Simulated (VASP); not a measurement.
A run of VASP 6.6.1 is set up as follows.

The input INCAR:

```
PREC     = Accurate       # precision mode
ENCUT    = 520            # plane-wave cutoff, eV
EDIFF    = 1E-6           # SCF threshold, eV
ISMEAR   = 0              # smearing method
SIGMA    = 0.15           # smearing width, eV
LREAL    = F              # projectors in reciprocal space
LASPH    = T              # aspherical terms in the spheres
NELM     = 80             # most SCF steps
ALGO     = Normal         # electronic algorithm
ISIF     = 2              # what is computed and relaxed
LWAVE    = F              # write WAVECAR
LCHARG   = F              # write CHGCAR
GGA      = PE             # functional
NBANDS   = 20             # bands
```

Contents of KPOINTS:

```
regular mesh
0
Gamma
  18 18 10
```

POSCAR

```
Ta2N
1.0
    3.1011400584      0.0000000000      0.0000000000
   -1.5505700292      2.6453810802      0.0000000000
    0.0000000000      0.0000000000      4.8818900414
Ta N
2 1
Direct
    0.6666666667      0.3333333333      0.7449050326
    0.3333333333      0.6666666667      0.2550949674
    0.0000000000      0.0000000000      0.0000000000
```

Potentials or basis: VASP PAW PBE potentials, release 64 (Ta_pv, N).

Command:

```console
$ cat potpaw_PBE.64/Ta_pv/POTCAR potpaw_PBE.64/N/POTCAR > POTCAR
$ mpirun -np 1 vasp_std > vasp.out
```

**Question.** Estimate the largest force.

**Answer.** 0.188 eV/Å.

**Question.** Predict the pressure.

**Answer.** 4.9 GPa.

Stress tensor (GPa, compression positive):
```
3.09 0.00 0.00
0.00 7.75 0.91
0.00 0.91 3.90
```

Caveat: the cell differs from its parent crystal (strain -0.0150 x Voigt [0, 1, 0, 0, 0, 0]).
